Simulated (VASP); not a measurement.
Set up this calculation in VASP 6.6.1, as the native input.

```yaml
Task: G0W0 quasiparticle levels
Functional: PBE
Potentials_or_basis: VASP PAW PBE potentials, release 64 (Sn_d_GW, O_GW)
Cutoff: 500 eV
k_mesh: 4 × 4 × 4
Occupations: gaussian, width 0.01 eV
Spin: no spin polarisation
Dipole_correction: no
GW_scheme: G0W0
GW_iterations: 1
Cutoff_of_the_response_function: 60
Frequency_points: 48
Empty_bands: 30
Further_INCAR_settings: ALGO = EVGW0; EDIFF = 1e-08; NBANDS = 43
```

The system is SnO2.

```xyz
3
Lattice="0.0000 2.5335 2.5335 2.5335 0.0000 2.5335 2.5335 2.5335 0.0000" Properties=species:S:1:pos:R:3 pbc="T T T"
Sn    0.0000    0.0000    0.0000
O     1.2667    1.2667    1.2667
O     3.8002    3.8002    3.8002
```

One way to write it, as run:

POSCAR

```
SnO2
1.0
    0.0000000000      2.5334669704      2.5334669704
    2.5334669704      0.0000000000      2.5334669704
    2.5334669704      2.5334669704      0.0000000000
Sn O
1 2
Direct
    0.0000000000      0.0000000000      0.0000000000
    0.2500000000      0.2500000000      0.2500000000
    0.7500000000      0.7500000000      0.7500000000
```

INCAR.step1

```
SYSTEM = SnO2
PREC     = Accurate       ! precision mode
ENCUT    = 500            ! plane-wave cutoff, eV
EDIFF    = 1E-8           ! SCF threshold, eV
ISMEAR   = 0              ! smearing method
SIGMA    = 0.01           ! smearing width, eV
LREAL    = .FALSE.        ! projectors in reciprocal space
LASPH    = .TRUE.         ! aspherical terms in the spheres
NELM     = 80             ! most SCF steps
ALGO     = Normal         ! electronic algorithm
LWAVE    = .TRUE.         ! write WAVECAR
LCHARG   = .FALSE.        ! write CHGCAR
GGA      = PE             ! functional
```

INCAR.step2

```
SYSTEM = SnO2
PREC     = Accurate       ! precision mode
ENCUT    = 500            ! plane-wave cutoff, eV
EDIFF    = 1E-8           ! SCF threshold, eV
ISMEAR   = 0              ! smearing method
SIGMA    = 0.01           ! smearing width, eV
LREAL    = .FALSE.        ! projectors in reciprocal space
LASPH    = .TRUE.         ! aspherical terms in the spheres
NELM     = 1              ! most SCF steps
ALGO     = Exact          ! electronic algorithm
LWAVE    = .TRUE.         ! write WAVECAR
LCHARG   = .FALSE.        ! write CHGCAR
GGA      = PE             ! functional
NBANDS   = 43             ! bands
LOPTICS  = .TRUE.         ! frequency-dependent dielectric function
ISTART   = 1
```

INCAR.step3

```
SYSTEM = SnO2
PREC     = Accurate       ! precision mode
ENCUT    = 500            ! plane-wave cutoff, eV
EDIFF    = 1E-8           ! SCF threshold, eV
ISMEAR   = 0              ! smearing method
SIGMA    = 0.01           ! smearing width, eV
LREAL    = .FALSE.        ! projectors in reciprocal space
LASPH    = .TRUE.         ! aspherical terms in the spheres
ALGO     = EVGW0          ! electronic algorithm
LWAVE    = .FALSE.        ! write WAVECAR
LCHARG   = .FALSE.        ! write CHGCAR
GGA      = PE             ! functional
NELMGW   = 1            
NBANDS   = 43             ! bands
ENCUTGW  = 60             ! cutoff of the response function
NOMEGA   = 48             ! frequency points
PRECFOCK = Fast         
ISTART   = 1            
NBANDSGW = 21
```

KPOINTS

```
regular mesh
0
G
  4 4 4
  0 0 0
```

Potentials or basis: VASP PAW PBE potentials, release 64 (Sn_d_GW, O_GW).

Command:

```bash
$ cat potpaw_PBE.64/Sn_d_GW/POTCAR potpaw_PBE.64/O_GW/POTCAR > POTCAR
$ cp INCAR.step1 INCAR
$ mpirun -np 1 vasp_std > vasp.out
$ cp INCAR.step2 INCAR
$ mpirun -np 1 vasp_std > vasp.out
$ cp INCAR.step3 INCAR
$ mpirun -np 1 vasp_std > vasp.out
```

It gave:

```
Band gap on the k mesh, mean-field level : 0.27 eV, indirect (least direct gap 1.67 eV)
Quasiparticle gap                        : 1.18 eV
Least direct quasiparticle gap           : 2.73 eV
```

Caveat: the k points lie up to 0.54 Å⁻¹ apart; bands, screening cutoff and mesh are small and nothing is extrapolated, so the quasiparticle values aren't converged; spin-orbit coupling is left out, which moves the levels of the heavy elements.

Wall time 120 s on 1 thread of Intel(R) Xeon(R) Platinum 8488C (Sapphire Rapids), with other jobs on the host, peak memory 0.28 GiB.
